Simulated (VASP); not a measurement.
A run of VASP 6.6.1:

Contents of POSCAR:

```
AlN
1.0
    0.0000000000      2.2571958303      2.2571958303
    2.2571958303      0.0000000000      2.2571958303
    2.2571958303      2.2571958303      0.0000000000
Al N
1 1
Direct
    0.0000000000      0.0000000000      0.0000000000
    0.2500000000      0.2500000000      0.2500000000
```

Contents of INCAR.step1:

```
SYSTEM = AlN
PREC = Accurate ; ENCUT = 520
EDIFF = 1E-5 ; ISMEAR = 0
SIGMA = 0.01 ; LREAL = .FALSE.
LASPH = .TRUE. ; NELM = 60
ALGO = Normal ; ISIF = 2
LWAVE = .TRUE. ; LCHARG = .FALSE.
GGA = PE ; NBANDS = 11
```

File INCAR.step2:

```
SYSTEM = AlN
PREC = Accurate ; ENCUT = 520
EDIFF = 1E-7 ; ISMEAR = 0
SIGMA = 0.01 ; LREAL = .FALSE.
LASPH = .TRUE. ; NELM = 60
ALGO = Normal ; ISIF = 2
LWAVE = .FALSE. ; LCHARG = .FALSE.
GGA = PE ; LHFCALC = .TRUE.
HFSCREEN = 0.2079 ; PRECFOCK = Normal
ISTART = 1 ; NBANDS = 11
```

KPOINTS

```
regular mesh
0
G
  8 8 8
  0 0 0
```

Potentials or basis: VASP PAW PBE potentials, release 64 (Al, N).

Run with:

```bash
$ cat potpaw_PBE.64/Al/POTCAR potpaw_PBE.64/N/POTCAR > POTCAR
$ cp INCAR.step1 INCAR
$ mpirun -np 1 vasp_std > vasp.out
$ cp INCAR.step2 INCAR
$ mpirun -np 1 vasp_std > vasp.out
```

Hardware: 1 thread of Intel(R) Xeon(R) 6975P-C (Granite Rapids) (shared host).

Problem. Estimate the wall time of this run.

Solution. It took 14 min on 1 thread of Intel(R) Xeon(R) 6975P-C (Granite Rapids), on a shared host, peak memory 0.25 GiB. Counts: k points 29.
